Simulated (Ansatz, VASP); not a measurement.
# Two plane-wave programs on GaSb5

```
Ga Sb
1.0
     3.31557    0.00000    0.00000
    -1.65778    2.87137    0.00000
     0.00000    0.00000   16.66968
Ga Sb
1 5
Direct
  0.00000 0.00000 0.00000
  0.66667 0.33333 0.84032
  0.00000 0.00000 0.67020
  0.66667 0.33333 0.50000
  0.00000 0.00000 0.32980
  0.66667 0.33333 0.15968
```

Change from the starting cell: species swapped into the Mg5Cd type (P-6m2, No. 187).

Alike in both runs: task relaxation of cell and atoms; functional PBE; k mesh 12 × 12 × 4; occupations gaussian, width 0.1 eV; no spin polarisation.

|  | VASP | Ansatz |
| --- | --- | --- |
| version | VASP 6.6.1 | Ansatz 0.2.0 |
| potentials or method | VASP PAW PBE potentials, release 64 (Ga_d, Sb), cutoff 600 eV | scalar-relativistic, plane waves, PAW |
| valence electrons in the cell | 38 | 88 |

```tsv
	VASP	Ansatz	Ansatz less VASP
gap on the k mesh at the Fermi level, each at its own relaxed structure (eV)	none	none	-
relaxed volume (Å³/atom)	26.26	26.30	+0.038
relaxed length of the cell vector where the two differ most in proportion (Å)	3.373	3.375	+0.0026
```

A gap of «none» marks a metal or a gap that the smearing closes. VASP's potentials hold 38 valence electrons a cell and Ansatz's 88, so a difference there can come from the potentials and not from the codes.

Spin-orbit coupling is off throughout. Noted on VASP's run: too few bands were computed for a metal, which touches its energy and stress.
